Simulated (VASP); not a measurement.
Input of a VASP 6.6.1 run:

INCAR

```
PREC     = Accurate       # precision mode
ENCUT    = 520            # plane-wave cutoff, eV
EDIFF    = 1E-6           # SCF threshold, eV
ISMEAR   = -1             # smearing method
SIGMA    = 0.06122561905347299 # smearing width, eV
LREAL    = False          # projectors in reciprocal space
LASPH    = True           # aspherical terms in the spheres
NELM     = 100            # most SCF steps
ALGO     = Normal         # electronic algorithm
ISIF     = 2              # what is computed and relaxed
LWAVE    = False          # write WAVECAR
LCHARG   = False          # write CHGCAR
GGA      = PE             # functional
NBANDS   = 18             # bands
```

Contents of KPOINTS:

```
Automatic mesh
0
Gamma
  38 38 38
```

File POSCAR:

```
Fe2O
1.0
    0.0000000000      2.4657133161      2.4657133161
    2.4657133161      0.0000000000      2.4657133161
    2.4657133161      2.4657133161      0.0000000000
Fe O
2 1
Direct
    0.2500000000      0.2500000000      0.2500000000
    0.7500000000      0.7500000000      0.7500000000
    0.0000000000      0.0000000000      0.0000000000
```

Potentials or basis: VASP PAW PBE potentials, release 64 (Fe, O).

Run with:

```bash
$ cat potpaw_PBE.64/Fe/POTCAR potpaw_PBE.64/O/POTCAR > POTCAR
$ mpirun -np 1 vasp_std > vasp.out
```

(1) What does it give for the pressure?

(2) Estimate the band gap on the k mesh.

## Answers

(1) -3.5 GPa.

(2) zero (bands 11 and 12 overlap by 1.04 eV).

Caveat: the cell stands under tension; the run has no spin polarisation, though such a crystal can be magnetic.
